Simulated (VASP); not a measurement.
Input of a VASP 6.6.1 run:

Contents of INCAR:

```
SYSTEM = TcB
PREC = Accurate
ENCUT = 520
EDIFF = 1E-7
ISMEAR = -1
SIGMA = 0.1
LREAL = .False.
LASPH = .True.
NELM = 100
ALGO = Normal
ISIF = 2
LWAVE = .False.
LCHARG = .True.
LELF = .True.
LVHAR = .True.
NBANDS = 24
```

The input KPOINTS:

```
Automatic mesh
0
Gamma
  9 9 4
  0 0 0
```

Contents of POSCAR:

```
TcB
1.0
    2.8754320000      0.0000000000      0.0000000000
   -1.4377160000      2.4901970000      0.0000000000
    0.0000000000      0.0000000000      5.9458570000
Tc B
2 2
Direct
    0.0000000000      0.0000000000      0.0000000000
    0.0000000000      0.0000000000      0.5000000000
    0.6666666667      0.3333333333      0.7500000000
    0.3333333333      0.6666666667      0.2500000000
```

Potentials or basis: VASP PAW LDA potentials, release 64 (Tc_pv, B).

Run with:

```bash
$ cat potpaw_LDA.64/Tc_pv/POTCAR potpaw_LDA.64/B/POTCAR > POTCAR
$ mpirun -np 1 vasp_std > vasp.out
```

Task: Predict the band gap on the k mesh.

Result: Zero (band 16 reaches 10.96 eV, above the bottom of band 17 at 9.90 eV).

Task: Predict the pressure.

Result: -13.7 GPa.

Stress tensor (GPa, compression positive):
```
-13.08   0.00   0.00
  0.00 -13.08   0.00
  0.00   0.00 -14.85
```
